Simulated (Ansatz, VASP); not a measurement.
## One calculation of ZnS, two programs

```
Zn S
1.0
     3.76267    0.00000    0.00000
    -1.88134    3.25857    0.00000
     0.00000    0.00000    6.17792
Zn S
2 2
Direct
  0.33333 0.66667 0.00549
  0.66667 0.33333 0.50549
  0.33333 0.66667 0.37951
  0.66667 0.33333 0.87951
```

Alike in both runs: functional PBEsol; k mesh 8 × 8 × 4; no spin polarisation.

Ansatz relaxed the structure, and its values are those at the end. VASP's run is a single point on that final structure, the one shown.

```csv
,VASP,Ansatz
version,VASP 6.6.1,Ansatz 0.2.0
potentials or method,"VASP PAW PBE potentials, release 64 (Zn, S), cutoff 520 eV","all-electron LAPW, scalar-relativistic"
occupations,"gaussian, width 0.01 eV",fixed
```

```csv
,VASP,Ansatz,Ansatz less VASP
gap on the k mesh at the Fermi level (eV),2.23,2.22,-0.004
pressure (GPa),1.5,1.2,-0.24
```

VASP's potentials were made for PBE, not for PBEsol. Ansatz ran all-electron here, and VASP with PAW potentials.
